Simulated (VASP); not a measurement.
The system is MnO2.

```
CELL_PARAMETERS angstrom
4.39600 0.00000 0.00000
0.00000 4.39600 0.00000
0.00000 0.00000 2.87100
ATOMIC_POSITIONS crystal
Mn 0.00000 0.00000 0.00000
Mn 0.50000 0.50000 0.50000
O 0.30200 0.30200 0.00000
O 0.19800 0.80200 0.50000
O 0.69800 0.69800 0.00000
O 0.80200 0.19800 0.50000
```

- Program: VASP 6.6.1
- Task: relaxation of cell and atoms
- Functional: PBE
- Potentials or basis: VASP PAW PBE potentials, release 64 (Mn_pv, O)
- Cutoff: 600 eV
- k mesh: 4 × 4 × 6
- Occupations: gaussian, width 0.1 eV
- Spin: collinear spin, ferromagnetic start
- Starting moments: [2.61, 2.61, 0.11, 0.11, 0.11, 0.11] μB

At the start: pressure 6.1 GPa; volume 9.25 Å³/atom.

Question: How do energy, volume and symmetry change on relaxing?

Answer: Over 5 steps the energy falls by 8.7 meV/atom and the volume is 9.52 Å³/atom (+3.0 %); space group P4_2/mnm (No. 136, to 0.05 Å); moment 6.00 μB per cell.

Step by step:
```
step  energy change (eV)  largest force (eV/Å)  pressure (GPa)  volume (Å³)
   1              0.0000                0.4531            6.08        55.48
   2             -0.0345                0.0755           -4.56        58.35
   3             -0.0480                0.1873           -1.12        57.32
   4             -0.0511                0.0939            0.69        57.03
   5             -0.0520                0.0018            0.08        57.12
```

Final structure:
```cif
data_structure
_symmetry_space_group_name_H-M 'P 1'
_symmetry_Int_Tables_number 1
_cell_length_a 4.4525
_cell_length_b 4.4525
_cell_length_c 2.8814
_cell_angle_alpha 90.000
_cell_angle_beta 90.000
_cell_angle_gamma 90.000
_cell_volume 57.12
loop_
_atom_site_label
_atom_site_type_symbol
_atom_site_fract_x
_atom_site_fract_y
_atom_site_fract_z
_atom_site_occupancy
Mn1 Mn 0.00000 0.00000 0.00000 1
Mn2 Mn 0.50000 0.50000 0.50000 1
O1 O 0.30538 0.30538 0.00000 1
O2 O 0.19462 0.80538 0.50000 1
O3 O 0.69462 0.69462 0.00000 1
O4 O 0.80538 0.19462 0.50000 1
```

Caveat: the k points lie up to 0.36 Å⁻¹ apart in the final cell; only a ferromagnetic start was run, and an antiferromagnetic order may lie lower in energy.
